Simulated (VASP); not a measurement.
# Nb (Fm-3m) in VASP: single point with PBE

Aim: the single point of Nb with PBE.

Program: VASP 6.6.1. These are calculated values, not measurements. Logs are shortened: lines on timing, memory, paths and dates and some standing lists are left out, and cuts for length are marked.

## Step 1: The cell of the first run

It takes space group Fm-3m (No. 225, cubic). Conventional cell: a = 4.230 Å, b = 4.230 Å, c = 4.230 Å, α = 90.00°, β = 90.00°, γ = 90.00°. Nb (site symmetry m-3m) has 12 Nb at 2.99 Å within 3.9 Å.

This isn't the form of Nb at room conditions, which is bcc.

## Step 2: Single point, PBE

Contents of INCAR:

```
SYSTEM = Nb
PREC = Accurate ; ENCUT = 500
EDIFF = 1E-6 ; ISMEAR = -1
SIGMA = 0.05 ; LREAL = .FALSE.
LASPH = .TRUE. ; NELM = 120
ALGO = Normal ; ISIF = 2
LWAVE = .FALSE. ; LCHARG = .TRUE.
GGA = PE ; LELF = .TRUE.
LVHAR = .TRUE. ; NBANDS = 12
GGA_COMPAT = .FALSE.
```

Contents of KPOINTS:

```
Automatic mesh
0
G
  12 12 12
  0 0 0
```

Contents of POSCAR:

```
Nb
1.0
    0.0000000000      2.1150000000      2.1150000000
    2.1150000000      0.0000000000      2.1150000000
    2.1150000000      2.1150000000      0.0000000000
Nb
1
Direct
    0.0000000000      0.0000000000      0.0000000000
```

Potentials or basis: VASP PAW PBE potentials, release 64 (Nb_sv).

Command:

```
cat potpaw_PBE.64/Nb_sv/POTCAR > POTCAR
mpirun -np 1 vasp_std > vasp.out
```

OUTCAR:

```text
SYSTEM = Nb
   PREC = Accurate
   ENCUT = 500
   EDIFF = 1E-6
   ISMEAR = -1
   LREAL = .FALSE.
   LASPH = .TRUE.
   NELM = 120
   ISIF = 2
   GGA = PE

 ion  position               nearest neighbor table
   1  0.000  0.000  0.000-

  LATTYP: Found a face centered cubic cell.
 ALAT       =     4.2300000000

  Lattice vectors:

 A1 = (   0.0000000000,   2.1150000000,   2.1150000000)
 A2 = (   2.1150000000,   0.0000000000,   2.1150000000)
 A3 = (   2.1150000000,   2.1150000000,   0.0000000000)

Analysis of symmetry for initial positions (statically):
=====================================================================
 Subroutine PRICEL returns:
 Original cell was already a primitive cell.

 Routine SETGRP: Setting up the symmetry group for a
 face centered cubic supercell.

 Subroutine GETGRP returns: Found 48 space group operations
 (whereof 48 operations were pure point group operations)
 out of a pool of 48 trial point group operations.

The static configuration has the point symmetry O_h .

Analysis of symmetry for dynamics (positions and initial velocities):
=====================================================================
 Subroutine PRICEL returns:
 Original cell was already a primitive cell.

 Routine SETGRP: Setting up the symmetry group for a
 face centered cubic supercell.

 Subroutine GETGRP returns: Found 48 space group operations
 (whereof 48 operations were pure point group operations)
 out of a pool of 48 trial point group operations.

The dynamic configuration has the point symmetry O_h .

 Subroutine INISYM returns: Found 48 space group operations
 (whereof 48 operations are pure point group operations),
 and found     1 'primitive' translations

----------------------------------------------------------------------------------------

                                     Primitive cell

  volume of cell :      18.9217

  direct lattice vectors                    reciprocal lattice vectors
     0.000000000  2.115000000  2.115000000    -0.236406619  0.236406619  0.236406619
     2.115000000  0.000000000  2.115000000     0.236406619 -0.236406619  0.236406619
     2.115000000  2.115000000  0.000000000     0.236406619  0.236406619 -0.236406619

  length of vectors
     2.991061684  2.991061684  2.991061684     0.409468276  0.409468276  0.409468276

  position of ions in fractional coordinates (direct lattice)
     0.000000000  0.000000000  0.000000000

  ion indices of the primitive-cell ions
   primitive index   ion index
                 1           1

----------------------------------------------------------------------------------------

 KPOINTS: Automatic mesh

Automatic generation of k-mesh.
 Grid dimensions read from file:
 generate k-points for:   12   12   12

 Generating k-lattice:

  Cartesian coordinates                     Fractional coordinates (reciprocal lattice)
    -0.019700552  0.019700552  0.019700552     0.083333333  0.000000000  0.000000000
     0.019700552 -0.019700552  0.019700552     0.000000000  0.083333333  0.000000000
     0.019700552  0.019700552 -0.019700552     0.000000000  0.000000000  0.083333333

  Length of vectors
     0.034122356  0.034122356  0.034122356

  Shift w.r.t. Gamma in fractional coordinates (k-lattice)
     0.000000000  0.000000000  0.000000000

 Subroutine IBZKPT returns following result:
 ===========================================

 Found     72 irreducible k-points:

 Following reciprocal coordinates:
            Coordinates               Weight
  0.000000  0.000000  0.000000      1.000000
  0.083333  0.000000  0.000000      8.000000
  0.166667  0.000000  0.000000      8.000000
  0.250000  0.000000  0.000000      8.000000
  0.333333  0.000000  0.000000      8.000000
  0.416667  0.000000  0.000000      8.000000
[... 16 lines left out ...]
  0.500000  0.166667  0.000000     24.000000
 -0.416667  0.166667  0.000000     24.000000
 [... further k-points ...]
   k-points           NKPTS =     72   k-points in BZ     NKDIM =     72   number of bands    NBANDS=     12
   number of dos      NEDOS =    301   number of ions     NIONS =      1
   total plane-waves  NPLWV =  13824
   dimension x,y,z NGX =    24 NGY =   24 NGZ =   24
   dimension x,y,z NGXF=    48 NGYF=   48 NGZF=   48
   ions per type =               1
   NGX,Y,Z   is equivalent  to a cutoff of  13.34, 13.34, 13.34 a.u.
   NGXF,Y,Z  is equivalent  to a cutoff of  26.68, 26.68, 26.68 a.u.
 SYSTEM =  Nb
   PREC   = accura    normal or accurate (medium, high low for compatibility)
   ISTART =      0    job   : 0-new  1-cont  2-samecut
   ICHARG =      2    charge: 1-file 2-atom 10-const
   ISPIN  =      1    spin polarized calculation?
   LNONCOLLINEAR =      F non collinear calculations
   LSORBIT =      F    spin-orbit coupling
   LASPH  =      T    aspherical Exc in radial PAW
   ENCUT  =  500.0 eV  36.75 Ry    6.06 a.u.   5.45  5.45  5.45*2*pi/ulx,y,z
   NELM   =    120;   NELMIN=  2; NELMDL= -5     # of ELM steps
   EDIFF  = 0.1E-05   stopping-criterion for ELM
   LREAL  =      F    real-space projection
   EDIFFG = 0.1E-04   stopping-criterion for IOM
   NSW    =      0    number of steps for IOM
   IBRION =     -1    ionic relax: 0-MD 1-quasi-New 2-CG
   NFREE  =      0    steps in history (QN), initial steepest desc. (CG)
   ISIF   =      2    stress and relaxation
   ISYM   =      2    0-nonsym 1-usesym 2-fastsym
   POTIM  = 0.5000    time-step for ionic-motion
   TEBEG  =    0.0;   TEEND  =   0.0 temperature during run
   PSTRESS=    0.0 pullay stress
   NELECT =      13.0000    total number of electrons
   NUPDOWN=      -1.0000    fix difference up-down
   EMIN   =  10.00;   EMAX   =-10.00  energy-range for DOS
   EFERMI =   0.00;   METHOD = LEGACY
   ISMEAR =    -1;   SIGMA  =   0.05  broadening in eV -4-tet -1-fermi 0-gaus
   EFERMI_NEDOS =   21; number of points for ismear=-14 and -15
   IALGO  =     38    algorithm
   IMIX   =      4    mixing-type and parameters
     AMIX     =   0.40;   BMIX     =  1.00
     AMIX_MAG =   1.60;   BMIX_MAG =  1.00
  volume/ion in A,a.u.               =      18.92       127.69
  Fermi-wavevector in a.u.,A,eV,Ry     =   1.444560  2.729823 28.392005  2.086754
  Thomas-Fermi vector in A             =   2.562841
   LORBIT       =      0    0 simple, 1 ext, 2 COOP (PROOUT), +10 PAW based schemes
   GGA     = PE    functional components
   LHFCALC =     F    Hartree Fock is set to
   AEXX    =    0.0000 exact exchange contribution
   IVDW    =     0    specifies the selected vdW correction
   LEPSILON=     F    determine dielectric tensor
   LRPA    =     F    only Hartree local field effects (RPA)
 non-spin polarized calculation
  energy-cutoff  :      500.00
  volume of cell :       18.92
 maximum number of plane-waves:       531
 NGX is ok and might be reduce to    24
   NGX = 11   NGY = 11   NGZ = 11

 number of electron      13.0000001 magnetization

 Free energy of the ion-electron system (eV)
  ---------------------------------------------------
  ext. energy  EPLUGINS =         0.00000000
  ---------------------------------------------------
  free energy    TOTEN  =        -9.89524518 eV

  energy without entropy =       -9.88221439  energy(sigma->0) =       -9.88872978

 E-fermi :  10.8741     XC(G=0): -12.2513

 val. band max:       10.8670228909   @ k =   0.4167   0.0000   0.0000
 cond. band min:      10.8870881822   @ k =   0.5000   0.1667   0.0833
 fundamental gap:      0.0200652913
 Fermi energy:        10.8740609007

 k-point     1 :       0.0000    0.0000    0.0000
  band No.  band energies     occupation
      1     -43.9560      2.00000
      2     -19.3580      2.00000
      3     -19.3580      2.00000
      4     -19.3580      2.00000
      5       4.6476      2.00000
      6      10.9594      0.30734
      7      10.9594      0.30734
      8      10.9594      0.30734
      9      13.5228      0.00000
     10      13.5228      0.00000
     11      22.6634      0.00000
     12      27.4049      0.00000

 k-point     2 :       0.0833    0.0000    0.0000
  band No.  band energies     occupation
      1     -43.9436      2.00000
      2     -19.4404      2.00000
      3     -19.3682      2.00000
      4     -19.3682      2.00000
      5       4.9023      2.00000
      6      10.7666      1.79111
      7      11.0742      0.03585
      8      11.0742      0.03585
      9      13.4243      0.00000
     10      13.4243      0.00000
     11      23.1682      0.00000
     12      26.4045      0.00000

 k-point     3 :       0.1667    0.0000    0.0000
  band No.  band energies     occupation
      1     -43.9099      2.00000
      2     -19.6615      2.00000
      3     -19.3961      2.00000
      4     -19.3961      2.00000
      5       5.5904      2.00000
      6      10.3632      1.99993
      7      11.3035      0.00037
      8      11.3035      0.00037
      9      13.3041      0.00000
     10      13.3041      0.00000
     11      24.1138      0.00000
     12      25.1338      0.00000
[... 286 lines left out ...]
 k-point    23 :       0.5000    0.1667    0.0000
  band No.  band energies     occupation
      1     -43.7541      2.00000
      2     -20.3974      2.00000
      3     -19.6845      2.00000
      4     -19.5747      2.00000
      5       7.7719      2.00000
      6       9.7201      2.00000
      7      10.9792      0.21783
      8      11.6232      0.00000
      9      15.5341      0.00000
     10      16.6511      0.00000
     11      20.9107      0.00000
     12      24.2839      0.00000

 k-point    24 :      -0.4167    0.1667    0.0000
  band No.  band energies     occupation
      1     -43.7509      2.00000
      2     -20.4075      2.00000
      3     -19.7229      2.00000
      4     -19.5506      2.00000
      5       7.8478      2.00000
      6       9.7828      2.00000
      7      11.1362      0.01052
      8      11.5130      0.00001
      9      14.9935      0.00000
     10      17.2332      0.00000
     11      20.8058      0.00000
     12      24.2340      0.00000

 [... further k-points ...]

------------------------ aborting loop because EDIFF is reached ----------------------------------------

  FORCE on cell =-STRESS in cart. coord.  units (eV):
  Direction    XX          YY          ZZ          XY          YZ          ZX
  --------------------------------------------------------------------------------------
  -------------------------------------------------------------------------------------
  Total       -0.1729397     -0.1729397     -0.1729397      0.0000000     -0.0000000      0.0000000
  in kB      -14.6434775    -14.6434775    -14.6434775      0.0000000     -0.0000000      0.0000000
  external PRESSURE =     -14.6434775 kB  Pullay stress =       0.0000000 kB

 VOLUME and BASIS-vectors are now :
 -----------------------------------------------------------------------------
  energy-cutoff  :      500.00
  volume of cell :       18.92
      direct lattice vectors                 reciprocal lattice vectors
     0.000000000  2.115000000  2.115000000    -0.236406619  0.236406619  0.236406619
     2.115000000  0.000000000  2.115000000     0.236406619 -0.236406619  0.236406619
     2.115000000  2.115000000  0.000000000     0.236406619  0.236406619 -0.236406619

 POSITION                                       TOTAL-FORCE (eV/Angst)
 -----------------------------------------------------------------------------------
      0.00000      0.00000      0.00000         0.000000      0.000000      0.000000
 -----------------------------------------------------------------------------------
    total drift:                               -0.000000      0.000000      0.000000

  FREE ENERGIE OF THE ION-ELECTRON SYSTEM (eV)
  ---------------------------------------------------
  free  energy   TOTEN  =        -9.8952451798 eV

  energy  without entropy=       -9.8822143895  energy(sigma->0) =       -9.88872978
```

Wall time 5.9 s (1 thread of Intel Xeon 6975P-C (Granite Rapids), shared host); peak memory 0.14 GiB.

Results:

```yaml
Free_energy: -9.8952 eV
Pressure: -1.5 GPa
Band_gap_on_the_k_mesh: zero (an odd number of electrons rules out a gap without spin polarisation)
```
